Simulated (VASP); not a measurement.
# CuO (P4_2/mmc) in VASP: a series of runs

CuO is run at these levels: PBE, r2SCAN-based global hybrid with 50 % exact exchange, RPBE; tasks: relaxation of cell and atoms, single point.

Everything below comes from runs of VASP 6.6.1. Logs are shortened: lines on timing, memory, paths and dates and some standing lists are left out, and cuts for length are marked.

## 1. The cell of the first run

The structure is tetragonal, space group P4_2/mmc (No. 131). Conventional cell: a = 3.422 Å, b = 3.422 Å, c = 4.260 Å, α = 90.00°, β = 90.00°, γ = 90.00°. Within 2.7 Å of Cu (site symmetry mmm) lie 4 O at 2.02 Å. O (site symmetry -4m2) has 4 Cu at 2.02 Å and 2 O at 2.13 Å within 2.7 Å.

## 2. Relaxation of cell and atoms, PBE, target pressure 20 GPa, at which the enthalpy is minimised

Input file INCAR:

```
PREC     = Accurate       # precision mode
ENCUT    = 600            # plane-wave cutoff, eV
EDIFF    = 1E-7           # SCF threshold, eV
ISMEAR   = -1             # smearing method
SIGMA    = 0.05           # smearing width, eV
LREAL    = False          # projectors in reciprocal space
LASPH    = True           # aspherical terms in the spheres
NELM     = 100            # most SCF steps
ALGO     = Normal         # electronic algorithm
ISIF     = 3              # what is computed and relaxed
LWAVE    = False          # write WAVECAR
LCHARG   = False          # write CHGCAR
GGA      = PE             # functional
IBRION   = 2              # ionic algorithm
NSW      = 60             # ionic steps
EDIFFG   = -0.01          # ionic threshold
PSTRESS  = 200.0
```

Input file KPOINTS:

```
Automatic mesh
0
Gamma
  8 8 6
```

Input file POSCAR:

```
CuO
1.0
    3.4220509700      0.0000000000      0.0000000000
    0.0000000000      3.4220509700      0.0000000000
    0.0000000000      0.0000000000      4.2604614800
Cu O
2 2
Direct
    0.0000000000      0.5000000000      0.0000000000
    0.5000000000      0.0000000000      0.5000000000
    0.0000000000      0.0000000000      0.2500000000
    0.0000000000      0.0000000000      0.7500000000
```

Potentials or basis: VASP PAW PBE potentials, release 64 (Cu, O).

Command:

```sh
> cat potpaw_PBE.64/Cu/POTCAR potpaw_PBE.64/O/POTCAR > POTCAR
> mpirun -np 1 vasp_std > vasp.out
```

OUTCAR:

```text
PREC = Accurate
   ENCUT = 600
   EDIFF = 1E-7
   ISMEAR = -1
   LREAL = False
   LASPH = True
   NELM = 100
   ISIF = 3
   GGA = PE
   IBRION = 2
   NSW = 60
   EDIFFG = -0.01
   PSTRESS = 200.0

 ion  position               nearest neighbor table
   1  0.000  0.500  0.000-   3 2.02   4 2.02   3 2.02   4 2.02
   2  0.500  0.000  0.500-   3 2.02   4 2.02   3 2.02   4 2.02
   3  0.000  0.000  0.250-   1 2.02   2 2.02   1 2.02   2 2.02
   4  0.000  0.000  0.750-   1 2.02   2 2.02   1 2.02   2 2.02

  LATTYP: Found a simple tetragonal cell.
 ALAT       =     3.4220509700
 C/A-ratio  =     1.2450023443

  Lattice vectors:

 A1 = (   3.4220509700,   0.0000000000,   0.0000000000)
 A2 = (   0.0000000000,   3.4220509700,   0.0000000000)
 A3 = (   0.0000000000,   0.0000000000,   4.2604614800)

Analysis of symmetry for initial positions (statically):
=====================================================================
 Subroutine PRICEL returns:
 Original cell was already a primitive cell.

 Routine SETGRP: Setting up the symmetry group for a
 simple tetragonal supercell.

 Subroutine GETGRP returns: Found 16 space group operations
 (whereof  8 operations were pure point group operations)
 out of a pool of 16 trial point group operations.

The static configuration has the point symmetry D_2h.
 The point group associated with its full space group is D_4h.

Analysis of symmetry for dynamics (positions and initial velocities):
=====================================================================
 Subroutine PRICEL returns:
 Original cell was already a primitive cell.

 Routine SETGRP: Setting up the symmetry group for a
 simple tetragonal supercell.

 Subroutine GETGRP returns: Found 16 space group operations
 (whereof  8 operations were pure point group operations)
 out of a pool of 16 trial point group operations.

The dynamic configuration has the point symmetry D_2h.
 The point group associated with its full space group is D_4h.

 Subroutine INISYM returns: Found 16 space group operations
 (whereof  8 operations are pure point group operations),
 and found     1 'primitive' translations

----------------------------------------------------------------------------------------

                                     Primitive cell

  volume of cell :      49.8918

  direct lattice vectors                    reciprocal lattice vectors
     3.422050970  0.000000000  0.000000000     0.292222415  0.000000000  0.000000000
     0.000000000  3.422050970  0.000000000     0.000000000  0.292222415  0.000000000
     0.000000000  0.000000000  4.260461480     0.000000000  0.000000000  0.234716358

  length of vectors
     3.422050970  3.422050970  4.260461480     0.292222415  0.292222415  0.234716358

  position of ions in fractional coordinates (direct lattice)
     0.000000000  0.500000000  0.000000000
     0.500000000  0.000000000  0.500000000
     0.000000000  0.000000000  0.250000000
     0.000000000  0.000000000  0.750000000

  ion indices of the primitive-cell ions
   primitive index   ion index
                 1           1
                 2           2
                 3           3
                 4           4

----------------------------------------------------------------------------------------

 KPOINTS: Automatic mesh

Automatic generation of k-mesh.
 Grid dimensions read from file:
 generate k-points for:    8    8    6

 Generating k-lattice:

  Cartesian coordinates                     Fractional coordinates (reciprocal lattice)
     0.036527802  0.000000000  0.000000000     0.125000000  0.000000000  0.000000000
     0.000000000  0.036527802  0.000000000     0.000000000  0.125000000  0.000000000
     0.000000000  0.000000000  0.039119393     0.000000000  0.000000000  0.166666667

  Length of vectors
     0.036527802  0.036527802  0.039119393

  Shift w.r.t. Gamma in fractional coordinates (k-lattice)
     0.000000000  0.000000000  0.000000000

 Subroutine IBZKPT returns following result:
 ===========================================

 Found     60 irreducible k-points:

 Following reciprocal coordinates:
            Coordinates               Weight
  0.000000  0.000000  0.000000      1.000000
  0.125000  0.000000  0.000000      4.000000
  0.250000  0.000000  0.000000      4.000000
  0.375000  0.000000  0.000000      4.000000
  0.500000  0.000000  0.000000      2.000000
  0.125000  0.125000  0.000000      4.000000
[... 16 lines left out ...]
  0.375000  0.125000  0.166667     16.000000
  0.500000  0.125000  0.166667      8.000000
 [... further k-points ...]
   k-points           NKPTS =     60   k-points in BZ     NKDIM =     60   number of bands    NBANDS=     21
   number of dos      NEDOS =    301   number of ions     NIONS =      4
   total plane-waves  NPLWV =  28224
   dimension x,y,z NGX =    28 NGY =   28 NGZ =   36
   dimension x,y,z NGXF=    56 NGYF=   56 NGZF=   72
   ions per type =               2   2
   NGX,Y,Z   is equivalent  to a cutoff of  13.60, 13.60, 14.05 a.u.
   NGXF,Y,Z  is equivalent  to a cutoff of  27.21, 27.21, 28.09 a.u.
 SYSTEM =  unknown system
   PREC   = accura    normal or accurate (medium, high low for compatibility)
   ISTART =      0    job   : 0-new  1-cont  2-samecut
   ICHARG =      2    charge: 1-file 2-atom 10-const
   ISPIN  =      1    spin polarized calculation?
   LNONCOLLINEAR =      F non collinear calculations
   LSORBIT =      F    spin-orbit coupling
   LASPH  =      T    aspherical Exc in radial PAW
   ENCUT  =  600.0 eV  44.10 Ry    6.64 a.u.   6.83  6.83  8.51*2*pi/ulx,y,z
   NELM   =    100;   NELMIN=  2; NELMDL= -5     # of ELM steps
   EDIFF  = 0.1E-06   stopping-criterion for ELM
   LREAL  =      F    real-space projection
   EDIFFG = -.1E-01   stopping-criterion for IOM
   NSW    =     60    number of steps for IOM
   IBRION =      2    ionic relax: 0-MD 1-quasi-New 2-CG
   NFREE  =      1    steps in history (QN), initial steepest desc. (CG)
   ISIF   =      3    stress and relaxation
   ISYM   =      2    0-nonsym 1-usesym 2-fastsym
   POTIM  = 0.5000    time-step for ionic-motion
   TEBEG  =    0.0;   TEEND  =   0.0 temperature during run
   PSTRESS=  200.0 pullay stress
   NELECT =      34.0000    total number of electrons
   NUPDOWN=      -1.0000    fix difference up-down
   EMIN   =  10.00;   EMAX   =-10.00  energy-range for DOS
   EFERMI =   0.00;   METHOD = LEGACY
   ISMEAR =    -1;   SIGMA  =   0.05  broadening in eV -4-tet -1-fermi 0-gaus
   EFERMI_NEDOS =   21; number of points for ismear=-14 and -15
   IALGO  =     38    algorithm
   IMIX   =      4    mixing-type and parameters
     AMIX     =   0.40;   BMIX     =  1.00
     AMIX_MAG =   1.60;   BMIX_MAG =  1.00
  volume/ion in A,a.u.               =      12.47        84.17
  Fermi-wavevector in a.u.,A,eV,Ry     =   1.440648  2.722430 28.238446  2.075467
  Thomas-Fermi vector in A             =   2.559369
   LORBIT       =      0    0 simple, 1 ext, 2 COOP (PROOUT), +10 PAW based schemes
   GGA     = PE    functional components
   LHFCALC =     F    Hartree Fock is set to
   AEXX    =    0.0000 exact exchange contribution
   IVDW    =     0    specifies the selected vdW correction
   LEPSILON=     F    determine dielectric tensor
   LRPA    =     F    only Hartree local field effects (RPA)
 conjugate gradient relaxation of ions
 non-spin polarized calculation
  energy-cutoff  :      600.00
  volume of cell :       49.89
 maximum number of plane-waves:      1696
 NGX is ok and might be reduce to    28
   NGX = 13   NGY = 13   NGZ = 17

--------------------------------------- Ionic step        1  -------------------------------------------

 number of electron      34.0000002 magnetization

 Free energy of the ion-electron system (eV)
  ---------------------------------------------------
  ext. energy  EPLUGINS =         0.00000000
  ---------------------------------------------------
  free energy    TOTEN  =       -18.29029785 eV

  energy without entropy =      -18.27057078  energy(sigma->0) =      -18.28043431

 E-fermi :   3.9995     XC(G=0): -10.6366

 val. band max:        3.9927600988   @ k =   0.2500   0.1250   0.3333
 cond. band min:       3.9997219541   @ k =   0.2500   0.1250   0.1667
 fundamental gap:      0.0069618553
 Fermi energy:         3.9995498823

 k-point     1 :       0.0000    0.0000    0.0000
  band No.  band energies     occupation
      1     -16.0656      2.00000
      2     -13.2830      2.00000
      3      -3.8679      2.00000
      4      -1.2245      2.00000
      5      -1.2245      2.00000
      6      -0.6969      2.00000
[... 565 lines left out ...]
     20       8.8653      0.00000
     21      10.1179      0.00000

 [... further k-points ...]

------------------------ aborting loop because EDIFF is reached ----------------------------------------

  FORCE on cell =-STRESS in cart. coord.  units (eV):
  Direction    XX          YY          ZZ          XY          YZ          ZX
  --------------------------------------------------------------------------------------
  -------------------------------------------------------------------------------------
  Total       -4.4172569     -4.4172569      6.6399456      0.0000000      0.0000000      0.0000000
  in kB     -141.8514067   -141.8514067    213.2286288      0.0000000      0.0000000      0.0000000
  external PRESSURE =    -223.4913949 kB  Pullay stress =     200.0000000 kB
[... 103 lines left out ...]
  energy  without entropy=      -18.3546000276  energy(sigma->0) =      -18.36442114

  enthalpy is  TOTEN    =       -13.4190962940 eV   P V=        4.9551459527

[... ionic steps 4 to 7 ...]

--------------------------------------- Ionic step        8  -------------------------------------------

 number of electron      34.0000029 magnetization

------------------------ aborting loop because EDIFF is reached ----------------------------------------
[... 75 lines left out ...]
--------------------------------------- Ionic step       10  -------------------------------------------

 number of electron      34.0000031 magnetization

 Free energy of the ion-electron system (eV)
  ---------------------------------------------------
  ext. energy  EPLUGINS =         0.00000000
  ---------------------------------------------------
  free energy    TOTEN  =       -19.46302477 eV

  energy without entropy =      -19.44681757  energy(sigma->0) =      -19.45492117

 E-fermi :   6.2274     XC(G=0): -11.9197

 val. band max:        6.2274270294   @ k =   0.5000   0.0000   0.3333
 cond. band min:       6.2280223873   @ k =   0.2500   0.1250   0.5000
 fundamental gap:      0.0005953578
 Fermi energy:         6.2274347031

 k-point     1 :       0.0000    0.0000    0.0000
  band No.  band energies     occupation
      1     -14.4182      2.00000
      2     -13.0043      2.00000
      3      -2.8630      2.00000
      4       0.2512      2.00000
      5       0.2512      2.00000
      6       1.9236      2.00000
[... 565 lines left out ...]
     20      12.1991      0.00000
     21      14.1350      0.00000

 [... further k-points ...]

------------------------ aborting loop because EDIFF is reached ----------------------------------------

  FORCE on cell =-STRESS in cart. coord.  units (eV):
  Direction    XX          YY          ZZ          XY          YZ          ZX
  --------------------------------------------------------------------------------------
  -------------------------------------------------------------------------------------
  Total        5.0149738      5.0149738      5.0226176      0.0000000      0.0000000      0.0000000
  in kB      201.0931189    201.0931189    201.3996253      0.0000000      0.0000000      0.0000000
  external PRESSURE =       1.1952877 kB  Pullay stress =     200.0000000 kB
[... 23 lines left out ...]
  energy  without entropy=      -19.4468175656  energy(sigma->0) =      -19.45492117

  enthalpy is  TOTEN    =       -14.4753118052 eV   P V=        4.9877129677

 reached required accuracy - stopping structural energy minimisation
```

It took 8 min on 1 thread of Intel Xeon Platinum 8259CL at 2.50GHz (Skylake/Cascade Lake), shared host; peak memory 0.22 GiB.

What came out:

- Free energy: -19.4630 eV
- Relaxed volume: 9.99 Å³/atom
- Relaxed cell: a = 2.790 Å, b = 2.790 Å, c = 5.135 Å, α = 90.00°, β = 90.00°, γ = 90.00°
- Space group after relaxing (to 0.1 Å): P4_2/mmc (No. 131)
- Energy change on relaxing (the run minimises the enthalpy): -293.2 meV/atom
- Ionic steps: 10
- Pressure after relaxing: 20.1 GPa
- Band gap on the k mesh: zero (bands 17 and 18 overlap by 1.18 eV)

Step by step:
```
step  energy change (eV)  largest force (eV/Å)  pressure (GPa)  volume (Å³)
   1              0.0000                0.0000           -2.35        49.89
   2              0.1758                0.0000           48.53        38.09
   3             -0.0839                0.0000           36.61        39.70
   4             -0.9322                0.0000           31.32        38.90
   5             -0.9128                0.0000           30.25        38.28
   6             -1.3557                0.0000            9.31        41.97
   7             -1.1688                0.0000           19.71        39.93
   8             -1.1646                0.0000           19.89        39.90
   9             -1.1689                0.0000           20.01        39.93
  10             -1.1727                0.0000           20.12        39.96
```

Final structure:
```yaml
crystal:
  lattice:
    - [2.78955, 0.00000, 0.00000]
    - [0.00000, 2.78955, 0.00000]
    - [0.00000, 0.00000, 5.13467]
  atoms:
    - { symbol: Cu, position: [0.00000, 0.50000, 0.00000] }
    - { symbol: Cu, position: [0.50000, 0.00000, 0.50000] }
    - { symbol: O, position: [0.00000, 0.00000, 0.25000] }
    - { symbol: O, position: [0.00000, 0.00000, 0.75000] }
```

Caveat: the cell is relaxed towards a set pressure, so the run minimises the enthalpy, not the energy; the volume moved by over 15 % at a fixed basis, so the end points are rough; semilocal functionals often make such compounds metallic where correlation or magnetic order opens a gap, which also shifts bond lengths. With open d or f shells a metallic result of PBE can be an artefact of self-interaction; +U or a hybrid may open a gap.

## 3. Single point, r2SCAN-based global hybrid with 50 % exact exchange

POSCAR is that of step 2.

Input file INCAR.step1:

```
SYSTEM = CuO
PREC = Accurate
ENCUT = 520
EDIFF = 1E-5
ISMEAR = -1
SIGMA = 0.05
LREAL = .False.
LASPH = .True.
NELM = 60
ALGO = Normal
ISIF = 2
LWAVE = .True.
LCHARG = .False.
GGA = PE
NBANDS = 25
```

Input file INCAR.step2:

```
SYSTEM = CuO
PREC = Accurate
ENCUT = 520
EDIFF = 1E-7
ISMEAR = -1
SIGMA = 0.05
LREAL = .False.
LASPH = .True.
NELM = 60
ALGO = Normal
ISIF = 2
LWAVE = .False.
LCHARG = .False.
METAGGA = R2SCAN
LHFCALC = .True.
AEXX = 0.5
LMIXTAU = .True.
PRECFOCK = Normal
ISTART = 1
NBANDS = 25
```

Input file KPOINTS:

```
Automatic mesh
0
Gamma
  5 5 4
  0 0 0
```

Potentials or basis: VASP PAW PBE potentials, release 64 (Cu, O).

Command:

```sh
> cat potpaw_PBE.64/Cu/POTCAR potpaw_PBE.64/O/POTCAR > POTCAR
> cp INCAR.step1 INCAR
> mpirun -np 1 vasp_std > vasp.out
> cp INCAR.step2 INCAR
> mpirun -np 1 vasp_std > vasp.out
```

Wall time 1.6 h (1 thread of AMD EPYC 7R43 (Zen 3), shared host); peak memory 0.16 GiB.

The run converged. Its results:

```
Free energy            : -36.6949 eV
Pressure               : -8.9 GPa
Band gap on the k mesh : zero (bands 17 and 18 overlap by 3.33 eV)
```

Stress tensor (GPa, compression positive):
```
-18.94   0.00   0.00
  0.00 -18.94   0.00
  0.00   0.00  11.23
```

Levels at points of the mesh, in eV from the Fermi level:
```csv
k point,band 14,band 15,band 16,band 17,band 18,band 19,band 20,band 21
"(0.00, 0.00, 0.00)",-5.51,-3.95,1.44,1.44,2.03,3.06,9.28,11.66
"(0.00, 0.00, 0.50)",-4.86,-3.68,-3.68,-0.73,-0.73,5.12,5.12,13.59
```

Caveat: the k points lie up to 0.37 Å⁻¹ apart, too coarse for converged energies and pressures of a metal; the PAW data sets were made with another functional, which shifts forces and pressure a little.

## 4. Single point, RPBE

This run uses another cell than the first one, of 11.72 Å³/atom.

Input file INCAR:

```
SYSTEM = CuO
  PREC = Accurate
  ENCUT = 520
  EDIFF = 1E-6
  ISMEAR = -1
  SIGMA = 0.05
  LREAL = .FALSE.
  LASPH = .TRUE.
  NELM = 60
  ALGO = Normal
  ISIF = 2
  LWAVE = .FALSE.
  LCHARG = .TRUE.
  GGA = RP
  LELF = .TRUE.
  LVHAR = .TRUE.
  NBANDS = 25
```

Input file KPOINTS:

```
regular mesh
0
G
  8 8 6
  0 0 0
```

Input file POSCAR:

```
CuO
1.0
    3.3521935935      0.0000000000      0.0000000000
    0.0000000000      3.3521935935      0.0000000000
    0.0000000000      0.0000000000      4.1734888825
Cu O
2 2
Direct
    0.0000000000      0.5000000000      0.0000000000
    0.5000000000      0.0000000000      0.5000000000
    0.0000000000      0.0000000000      0.2500000000
    0.0000000000      0.0000000000      0.7500000000
```

Command:

```sh
> cat potpaw_PBE.64/Cu/POTCAR potpaw_PBE.64/O/POTCAR > POTCAR
> mpirun -np 1 vasp_std > vasp.out
```

Wall time 60 s (1 thread of Intel Xeon Platinum 8488C (Sapphire Rapids), shared host); peak memory 0.2 GiB.

Results (log left out):

* Free energy: -16.5410 eV
* Pressure: 10.6 GPa
* Band gap on the k mesh: zero (bands 17 and 18 overlap by 1.88 eV)

Stress tensor (GPa, compression positive):
```
-3.37  0.00  0.00
 0.00 -3.37  0.00
 0.00  0.00 38.39
```

Levels at points of the mesh, in eV from the Fermi level:
| k point | band 15 | band 16 | band 17 | band 18 | band 19 | band 20 |
| --- | --- | --- | --- | --- | --- | --- |
| (0.00, 0.00, 0.00) | -1.35 | 0.45 | 0.59 | 0.71 | 0.71 | 6.23 |
| (0.50, 0.00, 0.00) | -1.89 | -1.88 | 0.59 | 1.02 | 3.86 | 4.36 |
| (0.50, 0.50, 0.00) | -1.88 | -1.61 | -1.61 | 0.57 | 1.41 | 8.38 |
| (0.00, 0.00, 0.50) | -1.76 | -1.76 | -0.06 | -0.06 | 2.32 | 2.32 |
| (0.50, 0.00, 0.50) | -1.99 | -1.93 | -0.74 | 0.45 | 3.89 | 5.35 |
| (0.50, 0.50, 0.50) | -1.73 | -1.73 | -1.19 | -1.19 | 3.47 | 3.47 |

Caveat: the cell stands under pressure; the PAW data sets were made with another functional, which shifts forces and pressure a little; semilocal functionals often make such compounds metallic where correlation or magnetic order opens a gap, which also shifts bond lengths. With open d or f shells a metallic result of RPBE can be an artefact of self-interaction; +U or a hybrid may open a gap.

## 5. The runs side by side

```tsv
task	level	cell	k mesh	cutoff (eV)	grid for exact exchange (PRECFOCK)	share of exact exchange	gap on the mesh (eV)	pressure (GPa)
relaxation of cell and atoms	PBE	relaxed to 20 GPa from a = 3.422, b = 3.422, c = 4.260 Å, 4 atoms	8 × 8 × 6	600	-	-	none	20.1
single point	r2SCAN-based global hybrid with 50 % exact exchange	a = 3.422, b = 3.422, c = 4.260 Å, 4 atoms	5 × 5 × 4	520	Normal	0.5	none	-8.9
single point	RPBE	a = 3.352, b = 3.352, c = 4.173 Å, 4 atoms	8 × 8 × 6	520	-	-	none	10.6
```

Alike in all rows: potentials or basis VASP PAW PBE potentials, release 64 (Cu, O); no spin polarisation; smearing fermi-dirac 0.05 eV.

Caveats: some runs use coarse meshes; semilocal functionals often make such compounds metallic where correlation or magnetic order opens a gap, which also shifts bond lengths (at least some runs); the PAW data sets were made with another functional, which shifts forces and pressure a little (at least some runs); the cell is relaxed towards a set pressure, so the run minimises the enthalpy, not the energy (at least some runs); the volume moved by over 15 % at a fixed basis, so the end points are rough (at least some runs); the cell stands under pressure (at least some runs).

Absolute energies hang on the potentials; compare differences alone.
